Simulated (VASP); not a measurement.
# Zr3MoRh (Pm-3m) in VASP: further runs

Zr3MoRh is run at these levels: PBE; tasks: single point, relaxation of cell and atoms.

All numbers are computed with VASP 6.6.1; they aren't measurements. Logs are shortened: lines on timing, memory, paths and dates and some standing lists are left out, and cuts for length are marked.

## (1) The cell of the first run

It takes space group Pm-3m (No. 221, cubic). The conventional cell has a = 4.923 Å, b = 4.923 Å, c = 4.923 Å, α = 90.00°, β = 90.00°, γ = 90.00°. Zr (site symmetry 4/mmm) has 2 Rh at 2.46 Å within 3.3 Å. Within 4.6 Å of Mo (site symmetry m-3m) lie 12 Zr at 3.48 Å and 8 Rh at 4.26 Å. Rh (site symmetry m-3m) has 6 Zr at 2.46 Å within 3.3 Å.

## (2) Single point, PBE

Input file INCAR:

```
SYSTEM = Zr3MoRh
PREC     = Accurate       ! precision mode
ENCUT    = 520            ! plane-wave cutoff, eV
EDIFF    = 1E-7           ! SCF threshold, eV
ISMEAR   = 0              ! smearing method
SIGMA    = 0.1            ! smearing width, eV
LREAL    = .False.        ! projectors in reciprocal space
LASPH    = .True.         ! aspherical terms in the spheres
NELM     = 60             ! most SCF steps
ALGO     = Fast           ! electronic algorithm
ISIF     = 2              ! what is computed and relaxed
LWAVE    = .False.        ! write WAVECAR
LCHARG   = .False.        ! write CHGCAR
GGA      = PE             ! functional
NBANDS   = 40             ! bands
```

Input file KPOINTS:

```
regular mesh
0
Gamma
  8 8 8
  0 0 0
```

Input file POSCAR:

```
Zr3MoRh
1.0
    4.9231100333      0.0000000000      0.0000000000
    0.0000000000      4.9231100333      0.0000000000
    0.0000000000      0.0000000000      4.9231100333
Zr Mo Rh
3 1 1
Direct
    0.0000000000      0.5000000000      0.5000000000
    0.5000000000      0.0000000000      0.5000000000
    0.5000000000      0.5000000000      0.0000000000
    0.0000000000      0.0000000000      0.0000000000
    0.5000000000      0.5000000000      0.5000000000
```

Potentials or basis: VASP PAW PBE potentials, release 64 (Zr_sv, Mo_sv, Rh_pv).

Launch:

```sh
$ cat potpaw_PBE.64/Zr_sv/POTCAR potpaw_PBE.64/Mo_sv/POTCAR potpaw_PBE.64/Rh_pv/POTCAR > POTCAR
$ mpirun -np 1 vasp_std > vasp.out
```

OUTCAR:

```text
SYSTEM = Zr3MoRh
   PREC = Accurate
   ENCUT = 520
   EDIFF = 1E-7
   ISMEAR = 0
   LREAL = .False.
   LASPH = .True.
   NELM = 60
   ISIF = 2
   GGA = PE

 ion  position               nearest neighbor table
   1  0.000  0.500  0.500-   5 2.46   5 2.46   4 3.48   2 3.48   3 3.48   4 3.48   2 3.48   4 3.48
                             4 3.48   2 3.48   3 3.48   3 3.48   3 3.48   2 3.48
   2  0.500  0.000  0.500-   5 2.46   5 2.46   4 3.48   1 3.48   3 3.48   4 3.48   1 3.48   3 3.48
                             3 3.48   3 3.48   1 3.48   4 3.48   4 3.48   1 3.48
   3  0.500  0.500  0.000-   5 2.46   5 2.46   4 3.48   1 3.48   1 3.48   2 3.48   2 3.48   2 3.48
                             4 3.48   2 3.48   1 3.48   4 3.48   1 3.48   4 3.48
   4  0.000  0.000  0.000-   1 3.48   2 3.48   3 3.48   1 3.48   2 3.48   1 3.48   3 3.48   1 3.48
                             2 3.48   3 3.48   2 3.48   3 3.48
   5  0.500  0.500  0.500-   1 2.46   2 2.46   3 2.46   3 2.46   2 2.46   1 2.46

  LATTYP: Found a simple cubic cell.
 ALAT       =     4.9231100333

  Lattice vectors:

 A1 = (   4.9231100333,   0.0000000000,   0.0000000000)
 A2 = (   0.0000000000,   4.9231100333,   0.0000000000)
 A3 = (   0.0000000000,   0.0000000000,   4.9231100333)

Analysis of symmetry for initial positions (statically):
=====================================================================
 Subroutine PRICEL returns:
 Original cell was already a primitive cell.

 Routine SETGRP: Setting up the symmetry group for a
 simple cubic supercell.

 Subroutine GETGRP returns: Found 48 space group operations
 (whereof 48 operations were pure point group operations)
 out of a pool of 48 trial point group operations.

The static configuration has the point symmetry O_h .

Analysis of symmetry for dynamics (positions and initial velocities):
=====================================================================
 Subroutine PRICEL returns:
 Original cell was already a primitive cell.

 Routine SETGRP: Setting up the symmetry group for a
 simple cubic supercell.

 Subroutine GETGRP returns: Found 48 space group operations
 (whereof 48 operations were pure point group operations)
 out of a pool of 48 trial point group operations.

The dynamic configuration has the point symmetry O_h .

 Subroutine INISYM returns: Found 48 space group operations
 (whereof 48 operations are pure point group operations),
 and found     1 'primitive' translations

----------------------------------------------------------------------------------------

                                     Primitive cell

  volume of cell :     119.3215

  direct lattice vectors                    reciprocal lattice vectors
     4.923110033  0.000000000  0.000000000     0.203123634  0.000000000  0.000000000
     0.000000000  4.923110033  0.000000000     0.000000000  0.203123634  0.000000000
     0.000000000  0.000000000  4.923110033     0.000000000  0.000000000  0.203123634

  length of vectors
     4.923110033  4.923110033  4.923110033     0.203123634  0.203123634  0.203123634

  position of ions in fractional coordinates (direct lattice)
     0.000000000  0.500000000  0.500000000
     0.500000000  0.000000000  0.500000000
     0.500000000  0.500000000  0.000000000
     0.000000000  0.000000000  0.000000000
     0.500000000  0.500000000  0.500000000

  ion indices of the primitive-cell ions
   primitive index   ion index
                 1           1
                 2           2
                 3           3
                 4           4
                 5           5

----------------------------------------------------------------------------------------

 KPOINTS: regular mesh

Automatic generation of k-mesh.
 Grid dimensions read from file:
 generate k-points for:    8    8    8

 Generating k-lattice:

  Cartesian coordinates                     Fractional coordinates (reciprocal lattice)
     0.025390454  0.000000000  0.000000000     0.125000000  0.000000000  0.000000000
     0.000000000  0.025390454  0.000000000     0.000000000  0.125000000  0.000000000
     0.000000000  0.000000000  0.025390454     0.000000000  0.000000000  0.125000000

  Length of vectors
     0.025390454  0.025390454  0.025390454

  Shift w.r.t. Gamma in fractional coordinates (k-lattice)
     0.000000000  0.000000000  0.000000000

 Subroutine IBZKPT returns following result:
 ===========================================

 Found     35 irreducible k-points:

 Following reciprocal coordinates:
            Coordinates               Weight
  0.000000  0.000000  0.000000      1.000000
  0.125000  0.000000  0.000000      6.000000
  0.250000  0.000000  0.000000      6.000000
  0.375000  0.000000  0.000000      6.000000
  0.500000  0.000000  0.000000      3.000000
  0.125000  0.125000  0.000000     12.000000
[... 16 lines left out ...]
  0.375000  0.375000  0.125000     24.000000
  0.500000  0.375000  0.125000     24.000000
 [... further k-points ...]
   k-points           NKPTS =     35   k-points in BZ     NKDIM =     35   number of bands    NBANDS=     40
   number of dos      NEDOS =    301   number of ions     NIONS =      5
   total plane-waves  NPLWV =  64000
   dimension x,y,z NGX =    40 NGY =   40 NGZ =   40
   dimension x,y,z NGXF=    80 NGYF=   80 NGZF=   80
   ions per type =               3   1   1
   NGX,Y,Z   is equivalent  to a cutoff of  13.51, 13.51, 13.51 a.u.
   NGXF,Y,Z  is equivalent  to a cutoff of  27.01, 27.01, 27.01 a.u.
 SYSTEM =  Zr3MoRh
   PREC   = accura    normal or accurate (medium, high low for compatibility)
   ISTART =      0    job   : 0-new  1-cont  2-samecut
   ICHARG =      2    charge: 1-file 2-atom 10-const
   ISPIN  =      1    spin polarized calculation?
   LNONCOLLINEAR =      F non collinear calculations
   LSORBIT =      F    spin-orbit coupling
   LASPH  =      T    aspherical Exc in radial PAW
   ENCUT  =  520.0 eV  38.22 Ry    6.18 a.u.   9.15  9.15  9.15*2*pi/ulx,y,z
   NELM   =     60;   NELMIN=  2; NELMDL= -5     # of ELM steps
   EDIFF  = 0.1E-06   stopping-criterion for ELM
   LREAL  =      F    real-space projection
   EDIFFG = 0.1E-05   stopping-criterion for IOM
   NSW    =      0    number of steps for IOM
   IBRION =     -1    ionic relax: 0-MD 1-quasi-New 2-CG
   NFREE  =      0    steps in history (QN), initial steepest desc. (CG)
   ISIF   =      2    stress and relaxation
   ISYM   =      2    0-nonsym 1-usesym 2-fastsym
   POTIM  = 0.5000    time-step for ionic-motion
   TEBEG  =    0.0;   TEEND  =   0.0 temperature during run
   PSTRESS=    0.0 pullay stress
   NELECT =      65.0000    total number of electrons
   NUPDOWN=      -1.0000    fix difference up-down
   EMIN   =  10.00;   EMAX   =-10.00  energy-range for DOS
   EFERMI =   0.00;   METHOD = LEGACY
   ISMEAR =     0;   SIGMA  =   0.10  broadening in eV -4-tet -1-fermi 0-gaus
   EFERMI_NEDOS =   21; number of points for ismear=-14 and -15
   IALGO  =     68    algorithm
   IMIX   =      4    mixing-type and parameters
     AMIX     =   0.40;   BMIX     =  1.00
     AMIX_MAG =   1.60;   BMIX_MAG =  1.00
  volume/ion in A,a.u.               =      23.86       161.04
  Fermi-wavevector in a.u.,A,eV,Ry     =   1.337026  2.526612 24.322286  1.787638
  Thomas-Fermi vector in A             =   2.465606
   LORBIT       =      0    0 simple, 1 ext, 2 COOP (PROOUT), +10 PAW based schemes
   GGA     = PE    functional components
   LHFCALC =     F    Hartree Fock is set to
   AEXX    =    0.0000 exact exchange contribution
   IVDW    =     0    specifies the selected vdW correction
   LEPSILON=     F    determine dielectric tensor
   LRPA    =     F    only Hartree local field effects (RPA)
 non-spin polarized calculation
 RMM-DIIS sequential band-by-band and
 Gauss-broadening in eV      SIGMA  =   0.10
  energy-cutoff  :      520.00
  volume of cell :      119.32
 maximum number of plane-waves:      3232
 NGX is ok and might be reduce to    40
   NGX = 19   NGY = 19   NGZ = 19

 number of electron      65.0000002 magnetization

 Free energy of the ion-electron system (eV)
  ---------------------------------------------------
  ext. energy  EPLUGINS =         0.00000000
  ---------------------------------------------------
  free energy    TOTEN  =       -40.28770341 eV

  energy without entropy =      -40.24244068  energy(sigma->0) =      -40.26507204

 E-fermi :   7.7491     XC(G=0): -10.8376

 val. band max:        7.7488952450   @ k =   0.2500   0.2500   0.1250
 cond. band min:       7.7524912448   @ k =   0.5000   0.1250   0.1250
 fundamental gap:      0.0035959998
 Fermi energy:         7.7490826017

 k-point     1 :       0.0000    0.0000    0.0000
  band No.  band energies     occupation
      1     -52.9392      2.00000
      2     -41.4738      2.00000
      3     -41.4283      2.00000
      4     -41.4283      2.00000
      5     -39.6408      2.00000
      6     -39.6408      2.00000
[... 32 lines left out ...]
     39      10.2165      0.00000
     40      10.8954      0.00000

 k-point     2 :       0.1250    0.0000    0.0000
  band No.  band energies     occupation
      1     -52.9392      2.00000
      2     -41.4767      2.00000
      3     -41.4372      2.00000
      4     -41.4283      2.00000
      5     -39.6408      2.00000
      6     -39.6408      2.00000
[... 32 lines left out ...]
     39      10.1824      0.00000
     40      10.8814      0.00000

 k-point     3 :       0.2500    0.0000    0.0000
  band No.  band energies     occupation
      1     -52.9392      2.00000
      2     -41.4900      2.00000
      3     -41.4516      2.00000
      4     -41.4283      2.00000
      5     -39.6407      2.00000
      6     -39.6407      2.00000
[... 853 lines left out ...]
  band No.  band energies     occupation
      1     -52.9392      2.00000
      2     -41.5125      2.00000
      3     -41.5074      2.00000
      4     -41.4542      2.00000
      5     -39.6247      2.00000
      6     -39.5508      2.00000
[... 32 lines left out ...]
     39       9.2256      0.00000
     40       9.3205      0.00000

 k-point    24 :       0.5000    0.3750    0.1250
  band No.  band energies     occupation
      1     -52.9392      2.00000
      2     -41.5203      2.00000
      3     -41.5100      2.00000
      4     -41.4547      2.00000
      5     -39.6247      2.00000
      6     -39.5507      2.00000
[... 32 lines left out ...]
     39       9.1117      0.00000
     40       9.1926      0.00000

 [... further k-points ...]

------------------------ aborting loop because EDIFF is reached ----------------------------------------

  FORCE on cell =-STRESS in cart. coord.  units (eV):
  Direction    XX          YY          ZZ          XY          YZ          ZX
  --------------------------------------------------------------------------------------
  -------------------------------------------------------------------------------------
  Total        0.0764641      0.0764641      0.0764641     -0.0000000      0.0000000     -0.0000000
  in kB        1.0267145      1.0267145      1.0267145     -0.0000000      0.0000000     -0.0000000
  external PRESSURE =       1.0267145 kB  Pullay stress =       0.0000000 kB

 VOLUME and BASIS-vectors are now :
 -----------------------------------------------------------------------------
  energy-cutoff  :      520.00
  volume of cell :      119.32
      direct lattice vectors                 reciprocal lattice vectors
     4.923110033  0.000000000  0.000000000     0.203123634  0.000000000  0.000000000
     0.000000000  4.923110033  0.000000000     0.000000000  0.203123634  0.000000000
     0.000000000  0.000000000  4.923110033     0.000000000  0.000000000  0.203123634

 POSITION                                       TOTAL-FORCE (eV/Angst)
 -----------------------------------------------------------------------------------
      0.00000      2.46156      2.46156         0.000000      0.000000      0.000000
      2.46156      0.00000      2.46156         0.000000      0.000000      0.000000
      2.46156      2.46156      0.00000         0.000000      0.000000      0.000000
      0.00000      0.00000      0.00000         0.000000      0.000000      0.000000
      2.46156      2.46156      2.46156         0.000000      0.000000      0.000000
 -----------------------------------------------------------------------------------
    total drift:                                0.000000      0.000000     -0.000000

  FREE ENERGIE OF THE ION-ELECTRON SYSTEM (eV)
  ---------------------------------------------------
  free  energy   TOTEN  =       -40.2877034093 eV

  energy  without entropy=      -40.2424406776  energy(sigma->0) =      -40.26507204
```

Wall time 8.2 min (1 thread of Oxide Virtual Turin-like, shared host); peak memory 0.3 GiB.

Results:

```yaml
Free_energy: -40.2877 eV
Pressure: 0.1 GPa
Band_gap_on_the_k_mesh: zero (an odd number of electrons rules out a gap without spin polarisation)
```

[end of part 1 of 2]
